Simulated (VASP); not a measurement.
Here is a VASP 6.6.1 calculation.

INCAR

```
SYSTEM = I
  PREC = Accurate
  ENCUT = 520
  EDIFF = 1E-6
  ISMEAR = -1
  SIGMA = 0.01
  LREAL = .FALSE.
  LASPH = .TRUE.
  NELM = 100
  ALGO = Normal
  ISIF = 2
  LWAVE = .FALSE.
  LCHARG = .TRUE.
  GGA = PE
  LELF = .TRUE.
  LVHAR = .TRUE.
  NBANDS = 22
```

File KPOINTS:

```
Automatic mesh
0
G
  8 8 4
  0 0 0
```

File POSCAR:

```
I
1.0
    4.4691335775     -2.3015586197      0.0000000000
    4.4691335775      2.3015586197      0.0000000000
    0.0000000000      0.0000000000      9.8759877929
I
4
Direct
    0.8427352896      0.1572647104      0.1220149726
    0.6572647104      0.3427352896      0.6220149726
    0.1572647104      0.8427352896      0.8779850274
    0.3427352896      0.6572647104      0.3779850274
```

Potentials or basis: VASP PAW PBE potentials, release 64 (I).

Command:

```sh
$ cat potpaw_PBE.64/I/POTCAR > POTCAR
$ mpirun -np 1 vasp_std > vasp.out
```

**Question.** Estimate the largest force.

**Answer.** 0.015 eV/Å.

**Question.** Estimate the pressure.

**Answer.** 0.0 GPa.

**Question.** Predict the band gap on the k mesh.

**Answer.** 1.00 eV (least direct gap 1.05 eV).

Forces in eV/Å, atoms in the order of the input:
```
I    0.000 -0.002 -0.015
I    0.000  0.002 -0.015
I    0.000  0.002  0.015
I    0.000 -0.002  0.015
```

Caveat: spin-orbit coupling is left out, which moves the levels of the heavy elements. A k mesh can miss the band edges.
